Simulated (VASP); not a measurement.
Here is a VASP 6.6.1 calculation.

File INCAR:

```
PREC = Accurate
ENCUT = 520
EDIFF = 1E-6
ISMEAR = 0
SIGMA = 0.1
LREAL = F
LASPH = T
NELM = 80
ALGO = Normal
ISIF = 2
LWAVE = F
LCHARG = T
GGA = PS
LELF = T
LVHAR = T
NBANDS = 19
```

File KPOINTS:

```
regular mesh
0
Gamma
  6 6 4
```

The input POSCAR:

```
Zr
1.0
    3.2320000000      0.0000000000      0.0000000000
   -1.6160000000      2.7989941050      0.0000000000
    0.0000000000      0.0000000000      5.1470000000
Zr
2
Direct
    0.3333333333      0.6666666667      0.2500000000
    0.6666666667      0.3333333333      0.7500000000
```

Potentials or basis: VASP PAW PBE potentials, release 64 (Zr_sv).

Command:

```sh
$ cat potpaw_PBE.64/Zr_sv/POTCAR > POTCAR
$ mpirun -np 1 vasp_std > vasp.out
```

(1) What does it give for the band gap on the k mesh?

(2) Estimate the pressure.

Answers

(1) zero (band 12 reaches 9.73 eV, above the bottom of band 13 at 8.84 eV).

(2) -3.5 GPa.

Caveat: the k points lie up to 0.37 Å⁻¹ apart; the PAW data sets were made with another functional, which shifts forces and pressure a little.
